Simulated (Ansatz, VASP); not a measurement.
## One calculation of H27C5Cl5, two programs

```xyz
37
Lattice="8.3203 0.0000 0.0000 0.0000 8.3203 0.0000 0.0000 0.0000 8.3203" Properties=species:S:1:pos:R:3 pbc="T T T"
C     2.3923    4.3185    0.4434
C     2.8039    0.1656    0.9997
C     6.4348    7.5186    4.2368
C     5.1705    2.7201    4.8508
C    -0.5426    1.6768    1.4500
Cl    2.2514    4.5147    2.2187
Cl    4.1966    1.1895    1.4722
Cl    8.1744    7.1456    3.9740
Cl    5.8831    3.9169    3.7305
Cl   -0.5875    1.6242   -0.3427
H     2.5522    5.2994    0.0076
H     3.2364    3.6632    0.2500
H     1.4661    3.8864    0.0733
H     1.9928    0.8249    0.7067
H     3.1125   -0.4529    0.1631
H     2.5265   -0.4503    1.8501
H     6.3430    8.0106    5.2029
H     6.1007    8.1643    3.4293
H     5.8945    6.5782    4.2221
H     5.8439    2.6004    5.6945
H     4.2043    3.0931    5.1743
H     5.0499    1.7905    4.3050
H     0.2306    2.3774    1.7541
H    -1.5111    2.0190    1.7985
H    -0.3259    0.6770    1.8138
H     5.1276    6.5489    1.2890
H     4.7258    6.0348    1.6465
H     7.7995    5.1792    1.3153
H     7.4172    4.9702    0.7127
H     5.7833    5.3117    7.1324
H     6.0068    5.2274    6.4281
H     3.2428    0.0228    5.3063
H     2.7738    0.5022    4.9878
H     3.3766    5.5575    5.5817
H     2.6714    5.4864    5.3444
H     8.9170    2.0196    4.8170
H     8.9374    2.7168    4.5440
```

Alike in both runs: functional r2SCAN; dispersion D3(BJ); k mesh 1 × 1 × 1; occupations fermi-dirac, width 0.05 eV; no spin polarisation.

Ansatz relaxed the structure, and its values are those at the end. VASP's run is a single point on that final structure, the one shown.

|  | VASP | Ansatz |
| --- | --- | --- |
| version | VASP 6.6.1 | Ansatz 0.2.0 |
| potentials or method | VASP PAW PBE potentials, release 64 (C, Cl, H), cutoff 520 eV | scalar-relativistic, plane waves, PAW |
| valence electrons in the cell | 82 | 82 |

Ansatz gave:

| Property | Result |
| --- | --- |
| rms of the force components (eV/Å) | 0.044 |

Problem. Estimate VASP's values.

Solution. rms of the force components (eV/Å): 0.064.

VASP's potentials were made for PBE, not for r2SCAN. Ansatz's warnings: dispersion damping borrowed.
